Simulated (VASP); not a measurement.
Runs of VASP 6.6.1 on GeN. The structure is that of space group Fd-3m (No. 227), or close to it. The cells are those of the table. 

```csv
task,cell,k mesh,cutoff (eV),gap on the mesh (eV),pressure (GPa),relaxed volume (Å³/atom)
relaxation of cell and atoms,"relaxed from a = 4.124 Å, angles 60.0°, 4 atoms",14 × 14 × 14,600,-,-0.1,12.37
single point,"a = 4.124 Å, angles 60.0°, 4 atoms",6 × 6 × 6,520,none,(a),-
single point,"a = 4.121 Å, angles 60.0°, 4 atoms",14 × 14 × 14,520,none,0.0,-
relaxation of cell and atoms,"relaxed from a = 4.224 Å, angles 60.0°, 4 atoms",6 × 6 × 6,600,-,0.1,12.35
```

Alike in all rows: level PBE; potentials or basis VASP PAW PBE potentials, release 64 (Ge_d, N); no spin polarisation; smearing gaussian 0.1 eV.

Q: Estimate the missing entries.

A: (a) -0.3.

Caveats: the highest band is partly filled, so the run has too few bands (at least some runs).

A k mesh can miss the band edges, and the runs leave out spin-orbit coupling on Ge.

A gap of «none» marks levels without a gap at the run's occupations.
